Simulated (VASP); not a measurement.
# V (P6_3/mmc) in VASP: a series of runs

The runs below take V through single point, with revPBE.

All numbers are computed with VASP 6.6.1; they aren't measurements. Logs are shortened: lines on timing, memory, paths and dates and some standing lists are left out, and cuts for length are marked.

**1. The cell of the first run**

The structure is hexagonal, space group P6_3/mmc (No. 194). Conventional cell: a = 2.540 Å, b = 2.540 Å, c = 8.897 Å, α = 90.00°, β = 90.00°, γ = 120.00°. V (site symmetry -3m) has 12 V at 2.54 to 2.66 Å within 3.4 Å. V (site symmetry -6m2) has 12 V at 2.54 to 2.66 Å within 3.4 Å.

This isn't the form of V at room conditions, which is bcc.

**2. Single point, revPBE (12.42 Å³/atom)**

File INCAR:

```
PREC = Accurate
ENCUT = 520
EDIFF = 1E-6
ISMEAR = -1
SIGMA = 0.1
LREAL = False
LASPH = True
NELM = 80
ALGO = Normal
ISIF = 2
LWAVE = False
LCHARG = False
GGA = RE
NBANDS = 34
```

File KPOINTS:

```
regular mesh
0
Gamma
  15 15 4
```

File POSCAR:

```
V
1.0
    2.5395109255      0.0000000000      0.0000000000
   -1.2697554628      2.1992809747      0.0000000000
    0.0000000000      0.0000000000      8.8970979912
V
4
Direct
    1.0000000000      1.0000000000      0.0000000000
    1.0000000000      1.0000000000      0.5000000000
    0.3333333333      0.6666666667      0.2500000000
    0.6666666667      0.3333333333      0.7500000000
```

Potentials or basis: VASP PAW PBE potentials, release 64 (V_sv).

On the command line:

```sh
> cat potpaw_PBE.64/V_sv/POTCAR > POTCAR
> mpirun -np 1 vasp_std > vasp.out
```

OUTCAR:

```text
PREC = Accurate
   ENCUT = 520
   EDIFF = 1E-6
   ISMEAR = -1
   LREAL = False
   LASPH = True
   NELM = 80
   ISIF = 2
   GGA = RE

 ion  position               nearest neighbor table
   1  0.000  0.000  0.000-   3 2.66   4 2.66   4 2.66   3 2.66   4 2.66   3 2.66
   2  0.000  0.000  0.500-   3 2.66   4 2.66   4 2.66   3 2.66   4 2.66   3 2.66
   3  0.333  0.667  0.250-   1 2.66   2 2.66   1 2.66   2 2.66   1 2.66   2 2.66
   4  0.667  0.333  0.750-   1 2.66   2 2.66   1 2.66   2 2.66   1 2.66   2 2.66

  LATTYP: Found a hexagonal cell.
 ALAT       =     2.5395109255
 C/A-ratio  =     3.5034690742

  Lattice vectors:

 A1 = (   2.5395109255,   0.0000000000,   0.0000000000)
 A2 = (  -1.2697554628,   2.1992809747,   0.0000000000)
 A3 = (   0.0000000000,   0.0000000000,   8.8970979912)

Analysis of symmetry for initial positions (statically):
=====================================================================
 Subroutine PRICEL returns:
 Original cell was already a primitive cell.

 Routine SETGRP: Setting up the symmetry group for a
 hexagonal supercell.

 Subroutine GETGRP returns: Found 24 space group operations
 (whereof 12 operations were pure point group operations)
 out of a pool of 24 trial point group operations.

The static configuration has the point symmetry D_3d.
 The point group associated with its full space group is D_6h.

Analysis of symmetry for dynamics (positions and initial velocities):
=====================================================================
 Subroutine PRICEL returns:
 Original cell was already a primitive cell.

 Routine SETGRP: Setting up the symmetry group for a
 hexagonal supercell.

 Subroutine GETGRP returns: Found 24 space group operations
 (whereof 12 operations were pure point group operations)
 out of a pool of 24 trial point group operations.

The dynamic configuration has the point symmetry D_3d.
 The point group associated with its full space group is D_6h.

 Subroutine INISYM returns: Found 24 space group operations
 (whereof 12 operations are pure point group operations),
 and found     1 'primitive' translations

----------------------------------------------------------------------------------------

                                     Primitive cell

  volume of cell :      49.6912

  direct lattice vectors                    reciprocal lattice vectors
     2.539510926  0.000000000  0.000000000     0.393776609  0.227347031  0.000000000
    -1.269755463  2.199280975  0.000000000     0.000000000  0.454694062  0.000000000
     0.000000000  0.000000000  8.897097991     0.000000000  0.000000000  0.112396199

  length of vectors
     2.539510926  2.539510926  8.897097991     0.454694062  0.454694062  0.112396199

  position of ions in fractional coordinates (direct lattice)
     0.000000000  0.000000000  0.000000000
     0.000000000  0.000000000  0.500000000
     0.333333333  0.666666667  0.250000000
     0.666666667  0.333333333  0.750000000

  ion indices of the primitive-cell ions
   primitive index   ion index
                 1           1
                 2           2
                 3           3
                 4           4

----------------------------------------------------------------------------------------

 KPOINTS: regular mesh

Automatic generation of k-mesh.
 Grid dimensions read from file:
 generate k-points for:   15   15    4

 Generating k-lattice:

  Cartesian coordinates                     Fractional coordinates (reciprocal lattice)
     0.026251774  0.015156469  0.000000000     0.066666667  0.000000000  0.000000000
     0.000000000  0.030312937  0.000000000     0.000000000  0.066666667  0.000000000
     0.000000000  0.000000000  0.028099050     0.000000000  0.000000000  0.250000000

  Length of vectors
     0.030312937  0.030312937  0.028099050

  Shift w.r.t. Gamma in fractional coordinates (k-lattice)
     0.000000000  0.000000000  0.000000000

 Subroutine IBZKPT returns following result:
 ===========================================

 Found     81 irreducible k-points:

 Following reciprocal coordinates:
            Coordinates               Weight
  0.000000  0.000000  0.000000      1.000000
  0.066667  0.000000  0.000000      6.000000
  0.133333  0.000000  0.000000      6.000000
  0.200000  0.000000  0.000000      6.000000
  0.266667  0.000000  0.000000      6.000000
  0.333333  0.000000  0.000000      6.000000
[... 16 lines left out ...]
  0.333333  0.200000  0.000000     12.000000
  0.400000  0.200000  0.000000      6.000000
 [... further k-points ...]
   k-points           NKPTS =     81   k-points in BZ     NKDIM =     81   number of bands    NBANDS=     34
   number of dos      NEDOS =    301   number of ions     NIONS =      4
   total plane-waves  NPLWV =  28000
   dimension x,y,z NGX =    20 NGY =   20 NGZ =   70
   dimension x,y,z NGXF=    40 NGYF=   40 NGZF=  140
   ions per type =               4
   NGX,Y,Z   is equivalent  to a cutoff of  13.09, 13.09, 13.08 a.u.
   NGXF,Y,Z  is equivalent  to a cutoff of  26.19, 26.19, 26.16 a.u.
 SYSTEM =  unknown system
   PREC   = accura    normal or accurate (medium, high low for compatibility)
   ISTART =      0    job   : 0-new  1-cont  2-samecut
   ICHARG =      2    charge: 1-file 2-atom 10-const
   ISPIN  =      1    spin polarized calculation?
   LNONCOLLINEAR =      F non collinear calculations
   LSORBIT =      F    spin-orbit coupling
   LASPH  =      T    aspherical Exc in radial PAW
   ENCUT  =  520.0 eV  38.22 Ry    6.18 a.u.   4.72  4.72 16.54*2*pi/ulx,y,z
   NELM   =     80;   NELMIN=  2; NELMDL= -5     # of ELM steps
   EDIFF  = 0.1E-05   stopping-criterion for ELM
   LREAL  =      F    real-space projection
   EDIFFG = 0.1E-04   stopping-criterion for IOM
   NSW    =      0    number of steps for IOM
   IBRION =     -1    ionic relax: 0-MD 1-quasi-New 2-CG
   NFREE  =      0    steps in history (QN), initial steepest desc. (CG)
   ISIF   =      2    stress and relaxation
   ISYM   =      2    0-nonsym 1-usesym 2-fastsym
   POTIM  = 0.5000    time-step for ionic-motion
   TEBEG  =    0.0;   TEEND  =   0.0 temperature during run
   PSTRESS=    0.0 pullay stress
   NELECT =      52.0000    total number of electrons
   NUPDOWN=      -1.0000    fix difference up-down
   EMIN   =  10.00;   EMAX   =-10.00  energy-range for DOS
   EFERMI =   0.00;   METHOD = LEGACY
   ISMEAR =    -1;   SIGMA  =   0.10  broadening in eV -4-tet -1-fermi 0-gaus
   EFERMI_NEDOS =   21; number of points for ismear=-14 and -15
   IALGO  =     38    algorithm
   IMIX   =      4    mixing-type and parameters
     AMIX     =   0.40;   BMIX     =  1.00
     AMIX_MAG =   1.60;   BMIX_MAG =  1.00
  volume/ion in A,a.u.               =      12.42        83.83
  Fermi-wavevector in a.u.,A,eV,Ry     =   1.662071  3.140859 37.585819  2.762480
  Thomas-Fermi vector in A             =   2.749025
   LORBIT       =      0    0 simple, 1 ext, 2 COOP (PROOUT), +10 PAW based schemes
   GGA     = RE    functional components
   LHFCALC =     F    Hartree Fock is set to
   AEXX    =    0.0000 exact exchange contribution
   IVDW    =     0    specifies the selected vdW correction
   LEPSILON=     F    determine dielectric tensor
   LRPA    =     F    only Hartree local field effects (RPA)
 non-spin polarized calculation
  energy-cutoff  :      520.00
  volume of cell :       49.69
 maximum number of plane-waves:      1354
 NGX is ok and might be reduce to    20
   NGX =  9   NGY =  9   NGZ = 33

 number of electron      51.9999991 magnetization

 Free energy of the ion-electron system (eV)
  ---------------------------------------------------
  ext. energy  EPLUGINS =         0.00000000
  ---------------------------------------------------
  free energy    TOTEN  =       -33.10680456 eV

  energy without entropy =      -32.91631186  energy(sigma->0) =      -33.01155821

 E-fermi :  11.2013     XC(G=0): -13.2560

 val. band max:       11.2007765484   @ k =   0.3333   0.2000   0.5000
 cond. band min:      11.2041268127   @ k =   0.2000   0.0667   0.2500
 fundamental gap:      0.0033502642
 Fermi energy:        11.2013145908

 k-point     1 :       0.0000    0.0000    0.0000
  band No.  band energies     occupation
      1     -52.8601      2.00000
      2     -52.7872      2.00000
      3     -52.7348      2.00000
      4     -52.6602      2.00000
      5     -27.0456      2.00000
      6     -26.5752      2.00000
[... 26 lines left out ...]
     33      13.2445      0.00000
     34      13.2445      0.00000

 k-point     2 :       0.0667    0.0000    0.0000
  band No.  band energies     occupation
      1     -52.8492      2.00000
      2     -52.7780      2.00000
      3     -52.7256      2.00000
      4     -52.6529      2.00000
      5     -27.0286      2.00000
      6     -26.5726      2.00000
[... 26 lines left out ...]
     33      13.0844      0.00000
     34      13.1353      0.00000

 k-point     3 :       0.1333    0.0000    0.0000
  band No.  band energies     occupation
      1     -52.8179      2.00000
      2     -52.7519      2.00000
      3     -52.6995      2.00000
      4     -52.6321      2.00000
      5     -26.9794      2.00000
      6     -26.5710      2.00000
[... 26 lines left out ...]
     33      12.7248      0.00000
     34      12.8952      0.00000
[... 704 lines left out ...]
 k-point    23 :       0.3333    0.2000    0.0000
  band No.  band energies     occupation
      1     -52.5719      2.00000
      2     -52.5614      2.00000
      3     -52.5087      2.00000
      4     -52.4982      2.00000
      5     -26.9874      2.00000
      6     -26.9836      2.00000
[... 26 lines left out ...]
     33      13.7613      0.00000
     34      14.4821      0.00000

 k-point    24 :       0.4000    0.2000    0.0000
  band No.  band energies     occupation
      1     -52.5600      2.00000
      2     -52.5537      2.00000
      3     -52.5010      2.00000
      4     -52.4947      2.00000
      5     -27.0107      2.00000
      6     -27.0059      2.00000
[... 26 lines left out ...]
     33      14.1046      0.00000
     34      14.3182      0.00000

 [... further k-points ...]

------------------------ aborting loop because EDIFF is reached ----------------------------------------

  FORCE on cell =-STRESS in cart. coord.  units (eV):
  Direction    XX          YY          ZZ          XY          YZ          ZX
  --------------------------------------------------------------------------------------
  -------------------------------------------------------------------------------------
  Total        8.4189977      8.4189977      8.7666334     -0.0000000     -0.0000000      0.0000000
  in kB      271.4512184    271.4512184    282.6599313     -0.0000000     -0.0000000      0.0000000
  external PRESSURE =     275.1874561 kB  Pullay stress =       0.0000000 kB

 VOLUME and BASIS-vectors are now :
 -----------------------------------------------------------------------------
  energy-cutoff  :      520.00
  volume of cell :       49.69
      direct lattice vectors                 reciprocal lattice vectors
     2.539510926  0.000000000  0.000000000     0.393776609  0.227347031  0.000000000
    -1.269755463  2.199280975  0.000000000     0.000000000  0.454694062  0.000000000
     0.000000000  0.000000000  8.897097991     0.000000000  0.000000000  0.112396199

 POSITION                                       TOTAL-FORCE (eV/Angst)
 -----------------------------------------------------------------------------------
      0.00000      0.00000      0.00000        -0.000000      0.000000     -0.000000
      0.00000      0.00000      4.44855        -0.000000      0.000000     -0.000000
     -0.00000      1.46619      2.22427         0.000000      0.000000     -0.000000
      1.26976      0.73309      6.67282         0.000000      0.000000      0.000000
 -----------------------------------------------------------------------------------
    total drift:                                0.000000     -0.000000      0.000000

  FREE ENERGIE OF THE ION-ELECTRON SYSTEM (eV)
  ---------------------------------------------------
  free  energy   TOTEN  =       -33.1068045619 eV

  energy  without entropy=      -32.9163118618  energy(sigma->0) =      -33.01155821
```

It took 89 s on 1 thread of AMD EPYC 9R45 (Zen 5), shared host; peak memory 0.19 GiB.

Results:

```yaml
Free_energy: -33.1068 eV
Pressure: 27.5 GPa
Band_gap_on_the_k_mesh: zero (bands 26 and 27 overlap by 1.19 eV)
```

Stress tensor (GPa, compression positive):
```
27.15  0.00  0.00
 0.00 27.15  0.00
 0.00  0.00 28.27
```

Caveat: the cell stands under pressure; the PAW data sets were made with another functional, which shifts forces and pressure a little.

**3. Single point, revPBE (12.99 Å³/atom)**

This run uses another cell than the first one, of 12.99 Å³/atom.

File INCAR:

```
SYSTEM = V
  PREC = Accurate
  ENCUT = 520
  EDIFF = 1E-6
  ISMEAR = -1
  SIGMA = 0.1
  LREAL = .False.
  LASPH = .True.
  NELM = 100
  ALGO = Normal
  ISIF = 2
  LWAVE = .False.
  LCHARG = .False.
  GGA = RE
  NBANDS = 34
```

File KPOINTS:

```
Automatic mesh
0
Gamma
  15 15 4
  0 0 0
```

File POSCAR:

```
V
1.0
    2.5774196625      0.0000000000      0.0000000000
   -1.2887098313      2.2321109040      0.0000000000
    0.0000000000      0.0000000000      9.0299100790
V
4
Direct
    1.0000000000      1.0000000000      0.0000000000
    1.0000000000      1.0000000000      0.5000000000
    0.3333333333      0.6666666667      0.2500000000
    0.6666666667      0.3333333333      0.7500000000
```

Potentials or basis: VASP PAW PBE potentials, release 64 (V_sv).

On the command line:

```sh
> cat potpaw_PBE.64/V_sv/POTCAR > POTCAR
> mpirun -np 1 vasp_std > vasp.out
```

Wall time 86 s (1 thread of AMD EPYC 9R45 (Zen 5), shared host); peak memory 0.2 GiB.

Results (log left out):

```yaml
Free_energy: -33.4164 eV
Pressure: 16.6 GPa
Band_gap_on_the_k_mesh: zero (bands 26 and 27 overlap by 1.10 eV)
```

Stress tensor (GPa, compression positive):
```
16.45  0.00  0.00
 0.00 16.45  0.00
 0.00  0.00 16.95
```

Levels at points of the mesh, in eV from the Fermi level:
| k point | band 22 | band 23 | band 24 | band 25 | band 26 | band 27 | band 28 | band 29 | band 30 | band 31 |
| --- | --- | --- | --- | --- | --- | --- | --- | --- | --- | --- |
| (0.00, 0.00, 0.00) | -0.94 | -0.39 | 0.21 | 0.22 | 0.22 | 0.28 | 0.28 | 0.52 | 0.52 | 0.59 |
| (0.00, 0.00, 0.50) | -0.61 | -0.55 | -0.55 | 0.29 | 0.29 | 0.29 | 0.29 | 0.50 | 0.50 | 0.50 |

Caveat: the cell stands under pressure; the PAW data sets were made with another functional, which shifts forces and pressure a little.
